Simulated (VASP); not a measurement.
Input of a VASP 6.6.1 run:

INCAR

```
SYSTEM = Ba8Zn3O11
PREC     = Accurate       ! precision mode
ENCUT    = 1000           ! plane-wave cutoff, eV
EDIFF    = 1E-6           ! SCF threshold, eV
ISMEAR   = -1             ! smearing method
SIGMA    = 0.293          ! smearing width, eV
LREAL    = Auto         
LASPH    = .True.         ! aspherical terms in the spheres
NELM     = 120            ! most SCF steps
ALGO     = Normal         ! electronic algorithm
ISIF     = 2              ! what is computed and relaxed
LWAVE    = .False.        ! write WAVECAR
LCHARG   = .False.        ! write CHGCAR
GGA      = PE             ! functional
NBANDS   = 108            ! bands
ISYM     = 0            
GGA_COMPAT= .False.
```

The input KPOINTS:

```
Automatic mesh
0
Gamma
  1 1 1
  0 0 0
```

POSCAR

```
Ba8Zn3O11
1.0
    7.5350960000     -0.0410920000      0.1399040000
   -0.0410920000      7.6639600000     -0.3067190000
    0.1399040000     -0.3067190000      7.2967150000
Ba O Zn
8 11 3
Direct
    0.3609861729      0.2006361429      0.7397935246
    0.6822376711      0.6672767110      0.7479370739
    0.8429837801      0.1454218442      0.5059037992
    0.4315526095      0.5793525545      0.0600727176
    0.0016452711      0.8205939581      0.1607714675
    0.6852274241      1.0361819084      0.9751998839
    0.0270315265      0.3497111529      0.9864420135
    0.3717882519      0.0351284218      0.2712883662
    0.5515435058      0.9787946492      0.5754257599
   -0.0735668209      0.8586373671      0.7711372429
    1.1178757871     -0.0010001183      0.5099892144
    0.1614237624      0.5664606692      0.3003520653
   -0.1493806276      0.5620850540      0.0319045095
    0.2612177559      0.5022099762      0.7022525798
    0.3859270087      0.9304673542      0.9196856783
    0.5970737263      0.5148262189      0.4283679684
    0.5629582073      0.2747889614     -0.0378081246
    0.9953725447      0.2626218583      0.2895698288
    0.6055921549      0.7523503140      0.1752670032
    0.1242664933      0.8356229811      0.6383195816
    0.7791486435      0.4645697261      0.2592797375
    0.3699408451      0.4957042906      0.4551242196
```

Potentials or basis: VASP PAW PBE potentials, release 64 (Ba_sv, O_h, Zn).

Launch:

```sh
$ cat potpaw_PBE.64/Ba_sv/POTCAR potpaw_PBE.64/O_h/POTCAR potpaw_PBE.64/Zn/POTCAR > POTCAR
$ mpirun -np 1 vasp_gam > vasp.out
```

Problem. Estimate the largest force.

Solution. 7.363 eV/Å.

Problem. Estimate the pressure.

Solution. 15.0 GPa.

Forces on the atoms (eV/Å):
```
Ba  -1.091 -1.593 -1.831
Ba  -0.614 -0.018 -2.452
Ba  -2.069 -0.445  3.550
Ba  -4.647 -2.700 -1.192
Ba   0.131 -0.531 -0.012
Ba   2.294 -3.836  0.100
Ba   3.171 -2.247 -1.644
Ba   0.168 -0.088  1.281
O    0.720  0.172 -0.874
O   -1.596  0.392  2.551
O    1.294  4.474 -5.155
O    0.984  0.953 -0.414
O   -1.552  1.210  0.017
O    0.014  0.922 -0.138
O   -1.168 -0.970  1.010
O    3.079 -1.188  0.475
O   -0.126  4.679  1.026
O   -0.304  0.660 -2.645
O    3.455  5.085  2.106
Zn   2.680 -6.067  3.197
Zn   0.088  0.213  0.307
Zn  -4.912  0.923  0.736
```

Caveat: the k points lie up to 0.86 Å⁻¹ apart, too coarse for converged energies, forces and pressures; the atoms stand as in a frame of molecular dynamics; so wide a smearing shifts energies and pressures.
